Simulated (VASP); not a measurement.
Input of a VASP 6.6.1 run:

File INCAR:

```
PREC = Accurate
ENCUT = 600
EDIFF = 1E-6
ISMEAR = 0
SIGMA = 0.1
LREAL = False
LASPH = True
NELM = 100
ALGO = Fast
ISIF = 3
LWAVE = False
LCHARG = False
GGA = PE
IBRION = 2
NSW = 80
EDIFFG = -0.002
PSTRESS = 100.0
```

KPOINTS

```
regular mesh
0
Gamma
  16 16 10
```

The input POSCAR:

```
Hf
1.0
    3.2051001026      0.0000000000      0.0000000000
   -1.6025500513      2.7756981105      0.0000000000
    0.0000000000      0.0000000000      5.0676415388
Hf
2
Direct
    0.3333333333      0.6666666667      0.2500000000
    0.6666666667      0.3333333333      0.7500000000
```

Potentials or basis: VASP PAW PBE potentials, release 64 (Hf_pv).

The run is started by

```bash
$ cat potpaw_PBE.64/Hf_pv/POTCAR > POTCAR
$ mpirun -np 1 vasp_std > vasp.out
```

(1) Estimate the band gap on the k mesh.

(2) Predict the relaxed cell.

## Answers

(1) zero (bands 10 and 11 overlap by 1.59 eV).

(2) a = 3.114 Å, b = 3.114 Å, c = 4.932 Å, α = 90.00°, β = 90.00°, γ = 120.00°.

Caveat: the cell is relaxed towards a set pressure, so the run minimises the enthalpy, not the energy; spin-orbit coupling is left out, which moves the levels of the heavy elements.
